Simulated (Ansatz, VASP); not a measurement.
**One calculation of AlN, two programs**

```xyz
4
Lattice="3.1336 0.0000 0.0000 -1.5668 2.7138 0.0000 0.0000 0.0000 5.0140" Properties=species:S:1:pos:R:3 pbc="T T T"
Al    1.5668    0.9046    2.5070
Al    0.0000    1.8092    0.0000
N     1.5668    0.9046    4.4123
N     0.0000    1.8092    1.9053
```

Change from the starting cell: volume scaled by 1.02.

Alike in both runs: task single point; functional PBEsol; k mesh 10 × 10 × 6; occupations fermi-dirac, width 0.05 eV; no spin polarisation.

|  | VASP | Ansatz |
| --- | --- | --- |
| version | VASP 6.6.1 | Ansatz 0.2.0 |
| potentials or method | VASP PAW PBE potentials, release 64 (Al, N), cutoff 520 eV | all-electron LAPW, scalar-relativistic |

|  | VASP | Ansatz | Ansatz less VASP |
| --- | --- | --- | --- |
| gap on the k mesh at the Fermi level (eV) | 3.98 | 3.97 | -0.005 |
| least direct gap on the mesh (eV) | 3.98 | 3.97 | -0.005 |
| pressure (GPa) | -3.7 | -3.7 | -0.03 |
| traceless stress, the component that is largest in VASP (GPa) | 1.07 | 1.06 | -0.013 |
| rms of the force components (eV/Å) | 0.068 | 0.067 | -0.0010 |

VASP's potentials were made for PBE, not for PBEsol. Atom by atom the forces differ by 0.001 eV/Å (rms over components). Ansatz ran all-electron here, and VASP with PAW potentials.
